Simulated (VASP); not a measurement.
Wanted: the native input for a VASP 6.6.1 run.

| Quantity | Value |
| --- | --- |
| Task | single point |
| Functional | r2SCAN |
| Dispersion | rVV10 |
| Potentials or basis | VASP PAW PBE potentials, release 64 (C) |
| Cutoff | 520 eV |
| k mesh | 12 × 12 × 4 |
| Occupations | fermi-dirac, width 0.05 eV |
| Spin | no spin polarisation |
| Dipole correction | no |
| Further INCAR settings | ALGO = Normal; EDIFF = 1e-07; NBANDS = 26 |

C:

```
C
1.0
     2.55529    0.00000    0.00000
    -1.27764    2.21295    0.00000
     0.00000    0.00000    8.34550
C
8
Cartesian
  1.2776 0.7376 7.0415
  0.0000 1.4753 2.8688
  1.2776 0.7376 5.4767
  0.0000 1.4753 1.3040
  0.0000 0.0000 7.5631
  0.0000 0.0000 3.3904
  0.0000 0.0000 4.9551
  0.0000 0.0000 0.7824
```

These files were run (other wordings do the same):

POSCAR

```
C
1.0
    2.5552893324      0.0000000000      0.0000000000
   -1.2776446662      2.2129454759      0.0000000000
    0.0000000000      0.0000000000      8.3454953252
C
8
Direct
    0.6666666667      0.3333333333      0.8437500000
    0.3333333333      0.6666666667      0.3437500000
    0.6666666667      0.3333333333      0.6562500000
    0.3333333333      0.6666666667      0.1562500000
    0.0000000000      0.0000000000      0.9062500000
    0.0000000000      0.0000000000      0.4062500000
    0.0000000000      0.0000000000      0.5937500000
    0.0000000000      0.0000000000      0.0937500000
```

INCAR.step1

```
ALGO = Normal ; EDIFF = 1E-4
ENCUT = 520 ; GGA = PE
ISMEAR = -1 ; LASPH = T
LCHARG = F ; LREAL = F
LWAVE = T ; NBANDS = 26
NELM = 80 ; PREC = Accurate
SIGMA = 0.05
```

INCAR.step2

```
ALGO = Normal ; BPARAM = 11.95
CPARAM = 0.0093 ; EDIFF = 1E-7
ENCUT = 520 ; ISIF = 2
ISMEAR = -1 ; ISTART = 1
IVDW_NL = 2 ; LASPH = T
LCHARG = F ; LMIXTAU = T
LREAL = F ; LUSE_VDW = T
LWAVE = F ; METAGGA = R2SCAN
NBANDS = 26 ; NELM = 80
PREC = Accurate ; SIGMA = 0.05
```

KPOINTS

```
k-points
0
Gamma
  12 12 4
```

Potentials or basis: VASP PAW PBE potentials, release 64 (C).

Command:

```console
$ cat potpaw_PBE.64/C/POTCAR > POTCAR
$ cp INCAR.step1 INCAR
$ mpirun -np 1 vasp_std > vasp.out
$ cp INCAR.step2 INCAR
$ mpirun -np 1 vasp_std > vasp.out
```

It gave:

```yaml
Pressure: -18.1 GPa
Largest_force: 0.338 eV/Å
Band_gap_on_the_k_mesh: 4.48 eV (least direct gap 5.31 eV)
```

Caveat: the cell stands under tension; the PAW data sets were made with another functional, which shifts forces and pressure a little.

Run time: 11 min on 1 thread of Intel Xeon 8259CL (shared host), peak memory 0.3 GiB.
